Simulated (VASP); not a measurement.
NbTe, 2 atoms in the cell. It takes space group P-6m2 (No. 187, hexagonal). Conventional cell: a = 3.685 Å, b = 3.685 Å, c = 3.706 Å, α = 90.00°, β = 90.00°, γ = 120.00°. Te (site symmetry -6m2) has 6 Nb at 2.82 Å and 8 Te at 3.68 to 3.71 Å within 3.8 Å. Within 3.8 Å of Nb (site symmetry -6m2) lie 6 Te at 2.82 Å and 8 Nb at 3.68 to 3.71 Å. 

- Program: VASP 6.6.1
- Task: single point
- Functional: PBE
- Potentials or basis: VASP PAW PBE potentials, release 64 (Te, Nb_sv)
- Cutoff: 520 eV
- k mesh: 8 × 8 × 7
- Occupations: fermi-dirac, width 0.05 eV
- Spin: no spin polarisation
- Dipole correction: no
- Further INCAR settings: ALGO = Normal; EDIFF = 1e-07; NBANDS = 16

Potentials or basis: VASP PAW PBE potentials, release 64 (Te, Nb_sv).

Launch:

```sh
$ cat potpaw_PBE.64/Te/POTCAR potpaw_PBE.64/Nb_sv/POTCAR > POTCAR
$ mpirun -np 1 vasp_std > vasp.out
```

Hardware: 1 thread of Intel Xeon 8259CL, with other jobs on the host.

How long does it take, and how much memory?

Wall time 34 s on 1 thread of Intel Xeon 8259CL, on a shared host, peak memory 0.17 GiB. Counts: scf iterations 13, k points 40.
